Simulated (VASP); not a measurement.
# Sn in VASP: notebook

Sn is run at these levels: PBE, r2SCAN; tasks: single point.

Everything below comes from runs of VASP 6.6.1. Logs are shortened: lines on timing, memory, paths and dates and some standing lists are left out, and cuts for length are marked.

## 1. The cell of the first run

The typed cell holds 1 atom: a = 3.283 Å, b = 3.269 Å, c = 3.261 Å, α = 109.22°, β = 109.48°, γ = 108.92°.

## 2. Single point, PBE (the cell strained at random)

INCAR

```
SYSTEM = Sn
PREC = Accurate ; ENCUT = 520
EDIFF = 1E-6 ; ISMEAR = -1
SIGMA = 0.05 ; LREAL = .FALSE.
LASPH = .TRUE. ; NELM = 100
ALGO = Fast ; ISIF = 2
LWAVE = .FALSE. ; LCHARG = .TRUE.
GGA = PE ; LELF = .TRUE.
LVHAR = .TRUE. ; NBANDS = 13
```

KPOINTS

```
Automatic mesh
0
G
  10 10 10
  0 0 0
```

POSCAR

```
Sn
1.0
   -1.8779300000      1.8983980000      1.9102480000
    1.8946180000     -1.8698070000      1.8983450000
    1.8874050000      1.8792820000     -1.8816570000
Sn
1
Direct
    0.0096000000      0.0063090000     -0.0032590000
```

Potentials or basis: VASP PAW PBE potentials, release 64 (Sn_d).

On the command line:

```console
> cat potpaw_PBE.64/Sn_d/POTCAR > POTCAR
> mpirun -np 1 vasp_std > vasp.out
```

OUTCAR:

```text
SYSTEM = Sn
   PREC = Accurate
   ENCUT = 520
   EDIFF = 1E-6
   ISMEAR = -1
   LREAL = .FALSE.
   LASPH = .TRUE.
   NELM = 100
   ISIF = 2
   GGA = PE

 ion  position               nearest neighbor table
   1  0.010  0.006  0.997-

  LATTYP: Found a triclinic cell.
 ALAT       =     5.3591090926
 B/A-ratio  =     0.6085112696
 C/A-ratio  =     1.0059775755
 COS(alpha) =     0.0024672236
 COS(beta)  =     0.5094943662
 COS(gamma) =     0.8118356571

  Lattice vectors:

 A1 = (  -3.7914980000,  -3.7871550000,  -0.0452790000)
 A2 = (  -1.8874050000,  -1.8792820000,   1.8816570000)
 A3 = (  -3.7987110000,  -0.0380660000,  -3.8252810000)

Analysis of symmetry for initial positions (statically):
=====================================================================
 Subroutine PRICEL returns:
 Original cell was already a primitive cell.

 Routine SETGRP: Setting up the symmetry group for a
 triclinic supercell.

 Subroutine GETGRP returns: Found  2 space group operations
 (whereof  1 operations were pure point group operations)
 out of a pool of  2 trial point group operations.

The static configuration has the point symmetry C_1 .
 The point group associated with its full space group is S_2 .

Analysis of symmetry for dynamics (positions and initial velocities):
=====================================================================
 Subroutine PRICEL returns:
 Original cell was already a primitive cell.

 Routine SETGRP: Setting up the symmetry group for a
 triclinic supercell.

 Subroutine GETGRP returns: Found  2 space group operations
 (whereof  1 operations were pure point group operations)
 out of a pool of  2 trial point group operations.

The dynamic configuration has the point symmetry C_1 .
 The point group associated with its full space group is S_2 .

 Subroutine INISYM returns: Found  2 space group operations
 (whereof  1 operations are pure point group operations),
 and found     1 'primitive' translations

----------------------------------------------------------------------------------------

                                     Primitive cell

  volume of cell :      27.2050

  direct lattice vectors                    reciprocal lattice vectors
    -1.877930000  1.898398000  1.910248000    -0.001808132  0.262744946  0.260599658
     1.894618000 -1.869807000  1.898345000     0.263261818 -0.002638912  0.261430438
     1.887405000  1.879282000 -1.881657000     0.263761024  0.264074931 -0.003138117

  length of vectors
     3.283227600  3.269475389  3.261078278     0.370068045  0.371025097  0.373249641

  position of ions in fractional coordinates (direct lattice)
     0.009600000  0.006309000  0.996741000

  ion indices of the primitive-cell ions
   primitive index   ion index
                 1           1

----------------------------------------------------------------------------------------

 KPOINTS: Automatic mesh

Automatic generation of k-mesh.
 Grid dimensions read from file:
 generate k-points for:   10   10   10

 Generating k-lattice:

  Cartesian coordinates                     Fractional coordinates (reciprocal lattice)
    -0.000180813  0.026274495  0.026059966     0.100000000  0.000000000  0.000000000
     0.026326182 -0.000263891  0.026143044     0.000000000  0.100000000 -0.000000000
     0.026376102  0.026407493 -0.000313812     0.000000000  0.000000000  0.100000000

  Length of vectors
     0.037006804  0.037102510  0.037324964

  Shift w.r.t. Gamma in fractional coordinates (k-lattice)
     0.000000000  0.000000000  0.000000000

 Subroutine IBZKPT returns following result:
 ===========================================

 Found    504 irreducible k-points:

 Following reciprocal coordinates:
            Coordinates               Weight
  0.000000  0.000000  0.000000      1.000000
  0.100000  0.000000  0.000000      2.000000
  0.200000  0.000000  0.000000      2.000000
  0.300000  0.000000  0.000000      2.000000
  0.400000  0.000000  0.000000      2.000000
  0.500000  0.000000  0.000000      1.000000
[... 16 lines left out ...]
 -0.400000  0.200000  0.000000      2.000000
 -0.300000  0.200000 -0.000000      2.000000
 [... further k-points ...]
   k-points           NKPTS =    504   k-points in BZ     NKDIM =    504   number of bands    NBANDS=     13
   number of dos      NEDOS =    301   number of ions     NIONS =      1
   total plane-waves  NPLWV =  13824
   dimension x,y,z NGX =    24 NGY =   24 NGZ =   24
   dimension x,y,z NGXF=    48 NGYF=   48 NGZF=   48
   ions per type =               1
   NGX,Y,Z   is equivalent  to a cutoff of  12.15, 12.20, 12.23 a.u.
   NGXF,Y,Z  is equivalent  to a cutoff of  24.30, 24.41, 24.47 a.u.
 SYSTEM =  Sn
   PREC   = accura    normal or accurate (medium, high low for compatibility)
   ISTART =      0    job   : 0-new  1-cont  2-samecut
   ICHARG =      2    charge: 1-file 2-atom 10-const
   ISPIN  =      1    spin polarized calculation?
   LNONCOLLINEAR =      F non collinear calculations
   LSORBIT =      F    spin-orbit coupling
   LASPH  =      T    aspherical Exc in radial PAW
   ENCUT  =  520.0 eV  38.22 Ry    6.18 a.u.   6.10  6.08  6.06*2*pi/ulx,y,z
   NELM   =    100;   NELMIN=  2; NELMDL= -5     # of ELM steps
   EDIFF  = 0.1E-05   stopping-criterion for ELM
   LREAL  =      F    real-space projection
   EDIFFG = 0.1E-04   stopping-criterion for IOM
   NSW    =      0    number of steps for IOM
   IBRION =     -1    ionic relax: 0-MD 1-quasi-New 2-CG
   NFREE  =      0    steps in history (QN), initial steepest desc. (CG)
   ISIF   =      2    stress and relaxation
   ISYM   =      2    0-nonsym 1-usesym 2-fastsym
   POTIM  = 0.5000    time-step for ionic-motion
   TEBEG  =    0.0;   TEEND  =   0.0 temperature during run
   PSTRESS=    0.0 pullay stress
   NELECT =      14.0000    total number of electrons
   NUPDOWN=      -1.0000    fix difference up-down
   EMIN   =  10.00;   EMAX   =-10.00  energy-range for DOS
   EFERMI =   0.00;   METHOD = LEGACY
   ISMEAR =    -1;   SIGMA  =   0.05  broadening in eV -4-tet -1-fermi 0-gaus
   EFERMI_NEDOS =   21; number of points for ismear=-14 and -15
   IALGO  =     68    algorithm
   IMIX   =      4    mixing-type and parameters
     AMIX     =   0.40;   BMIX     =  1.00
     AMIX_MAG =   1.60;   BMIX_MAG =  1.00
  volume/ion in A,a.u.               =      27.20       183.59
  Fermi-wavevector in a.u.,A,eV,Ry     =   1.311902  2.479136 23.416815  1.721087
  Thomas-Fermi vector in A             =   2.442332
   LORBIT       =      0    0 simple, 1 ext, 2 COOP (PROOUT), +10 PAW based schemes
   GGA     = PE    functional components
   LHFCALC =     F    Hartree Fock is set to
   AEXX    =    0.0000 exact exchange contribution
   IVDW    =     0    specifies the selected vdW correction
   LEPSILON=     F    determine dielectric tensor
   LRPA    =     F    only Hartree local field effects (RPA)
 non-spin polarized calculation
 RMM-DIIS sequential band-by-band and
  energy-cutoff  :      520.00
  volume of cell :       27.20
 maximum number of plane-waves:       745
   NGX = 13   NGY = 13   NGZ = 13

 number of electron      13.9999999 magnetization

 Free energy of the ion-electron system (eV)
  ---------------------------------------------------
  ext. energy  EPLUGINS =         0.00000000
  ---------------------------------------------------
  free energy    TOTEN  =        -3.76286575 eV

  energy without entropy =       -3.75579462  energy(sigma->0) =       -3.75933019

 E-fermi :   8.0424     XC(G=0): -10.3646

 val. band max:        8.0360812648   @ k =   0.2000   0.2000   0.2000
 cond. band min:       8.0502696117   @ k =   0.2000  -0.4000   0.2000
 fundamental gap:      0.0141883469
 Fermi energy:         8.0423802584

 k-point     1 :       0.0000    0.0000    0.0000
  band No.  band energies     occupation
      1     -13.5005      2.00000
      2     -13.4950      2.00000
      3     -13.4825      2.00000
      4     -13.3566      2.00000
      5     -13.3524      2.00000
      6      -3.0023      2.00000
      7      15.8462      0.00000
      8      16.0775      0.00000
      9      16.1707      0.00000
     10      20.0820      0.00000
     11      20.2059      0.00000
     12      20.3264      0.00000
     13      20.6963      0.00000

 k-point     2 :       0.1000    0.0000    0.0000
  band No.  band energies     occupation
      1     -13.5044      2.00000
      2     -13.4879      2.00000
      3     -13.4646      2.00000
      4     -13.3600      2.00000
      5     -13.3535      2.00000
      6      -2.7884      2.00000
      7      14.0989      0.00000
      8      15.2874      0.00000
      9      15.8558      0.00000
     10      18.6314      0.00000
     11      18.9820      0.00000
     12      20.0068      0.00000
     13      21.8891      0.00000

 k-point     3 :       0.2000    0.0000    0.0000
  band No.  band energies     occupation
      1     -13.5150      2.00000
      2     -13.4753      2.00000
      3     -13.4139      2.00000
      4     -13.3681      2.00000
      5     -13.3549      2.00000
      6      -2.1460      2.00000
      7      10.9705      0.00000
      8      13.9611      0.00000
      9      15.1057      0.00000
     10      17.5222      0.00000
     11      17.8502      0.00000
     12      20.2255      0.00000
     13      22.2990      0.00000
[... 305 lines left out ...]
 k-point    23 :      -0.4000    0.2000    0.0000
  band No.  band energies     occupation
      1     -13.5127      2.00000
      2     -13.4589      2.00000
      3     -13.3757      2.00000
      4     -13.3664      2.00000
      5     -13.3325      2.00000
      6      -0.4032      2.00000
      7       7.8841      1.91910
      8       9.6694      0.00000
      9      13.2157      0.00000
     10      18.1819      0.00000
     11      18.7226      0.00000
     12      21.5294      0.00000
     13      23.0282      0.00000

 k-point    24 :      -0.3000    0.2000   -0.0000
  band No.  band energies     occupation
      1     -13.5111      2.00000
      2     -13.4685      2.00000
      3     -13.3784      2.00000
      4     -13.3730      2.00000
      5     -13.3575      2.00000
      6      -1.4688      2.00000
      7       9.6604      0.00000
      8      11.8845      0.00000
      9      14.0475      0.00000
     10      17.6841      0.00000
     11      18.4578      0.00000
     12      19.8818      0.00000
     13      23.4544      0.00000

 [... further k-points ...]
[... 5 lines left out ...]
  --------------------------------------------------------------------------------------
  -------------------------------------------------------------------------------------
  Total        0.0889312      0.0800080      0.1700441      0.0272366      0.0248135      0.0276803
  in kB        5.2374089      4.7118969     10.0143756      1.6040409      1.4613344      1.6301701
  external PRESSURE =       6.6545605 kB  Pullay stress =       0.0000000 kB

 VOLUME and BASIS-vectors are now :
 -----------------------------------------------------------------------------
  energy-cutoff  :      520.00
  volume of cell :       27.20
      direct lattice vectors                 reciprocal lattice vectors
    -1.877930000  1.898398000  1.910248000    -0.001808132  0.262744946  0.260599658
     1.894618000 -1.869807000  1.898345000     0.263261818 -0.002638912  0.261430438
     1.887405000  1.879282000 -1.881657000     0.263761024  0.264074931 -0.003138117

 POSITION                                       TOTAL-FORCE (eV/Angst)
 -----------------------------------------------------------------------------------
      1.87518      1.87959     -1.84521         0.000000      0.000000      0.000000
 -----------------------------------------------------------------------------------
    total drift:                                0.000014      0.000002     -0.000005

  FREE ENERGIE OF THE ION-ELECTRON SYSTEM (eV)
  ---------------------------------------------------
  free  energy   TOTEN  =        -3.7628657467 eV

  energy  without entropy=       -3.7557946234  energy(sigma->0) =       -3.75933019
```

Wall time 81 s (1 thread of Intel Xeon Platinum 8488C (Sapphire Rapids), shared host); peak memory 0.27 GiB.

Results:

```
Free energy            : -3.7629 eV
Pressure               : 0.7 GPa
Band gap on the k mesh : zero (band 7 reaches 15.85 eV, above the bottom of band 8 at 5.79 eV)
```

Caveat: the cell differs from its parent crystal (the cell strained at random); spin-orbit coupling is left out, which moves the levels of the heavy elements.

(Part 1 of 2 ends here.)
